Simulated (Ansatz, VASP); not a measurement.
## One calculation of TaS2, two programs

The input INCAR:

```
SYSTEM = TaS2
PREC = Accurate
ENCUT = 400
EDIFF = 1E-8
ISMEAR = -1
SIGMA = 0.03
LREAL = .False.
LASPH = .True.
NELM = 120
ALGO = Normal
ISIF = 2
LWAVE = .False.
LCHARG = .False.
GGA = CA
LEFG = .True.
NBANDS = 18
GGA_COMPAT = .False.
```

Contents of KPOINTS:

```
regular mesh
0
Gamma
  9 9 5
  0 0 0
```

Contents of POSCAR:

```
TaS2
1.0
    3.3500021206      0.0000000000      0.0000000000
   -1.6750010603      2.9011869392      0.0000000000
    0.0000000000      0.0000000000      5.8014000000
Ta S
1 2
Direct
    0.0000000000      0.0000000000      0.0000000000
    0.3333333333      0.6666666667      0.2500000000
    0.6666666667      0.3333333333      0.7500000000
```

Input for Ansatz:

```yaml
crystal:
  lattice:
    - [3.3500021206, 0.0, 0.0]
    - [-1.6750010603, 2.9011869392, 0.0]
    - [0.0, 0.0, 5.8014]
  atoms:
    - { symbol: Ta, position: [0.0, 0.0, 0.0] }
    - { symbol: S, position: [0.3333333333, 0.6666666667, 0.25] }
    - { symbol: S, position: [0.6666666667, 0.3333333333, 0.75] }
kpoints:
  mp_grid: { grid: [9, 9, 5] }
scf:
  occupations: { method: fermi_dirac, width: 0.03 }
hamiltonian:
  xc: lda
  pseudopotentials: { kind: all_electron, datasets: crystal }
output:
  forces: true
  stress: true
  eigenvalues: true
  efg: { contact_densities: true }
```

Change from the starting cell: zz strain of -1 %, crystal datasets.

Alike in both runs: task electric field gradients; functional LDA; k mesh 9 × 9 × 5; occupations fermi-dirac, width 0.03 eV; no spin polarisation.

```csv
,VASP,Ansatz
version,VASP 6.6.1,Ansatz 0.2.0
potentials or method,"VASP PAW LDA potentials, release 64 (Ta_pv, S), cutoff 400 eV","all-electron PAW with datasets made for the crystal, scalar-relativistic"
```

|  | VASP | Ansatz | Ansatz less VASP |
| --- | --- | --- | --- |
| pressure (GPa) | 3.2 | 2.8 | -0.38 |
| traceless stress, the component that is largest in VASP (GPa) | 4.02 | 3.99 | -0.037 |
| rms of the force components (eV/Å) | 0.502 | 0.475 | -0.0277 |
| size of Vzz on the site where it differs most (V/Å²) | 146.9 | 178.2 | +31.33 |

LDA's correlation is that of Perdew and Zunger in VASP and of Perdew and Wang (1992) in Ansatz. Atom by atom the forces differ by 0.028 eV/Å (rms over components). Ansatz ran all-electron here, and VASP with PAW potentials.

Spin-orbit coupling is off throughout.
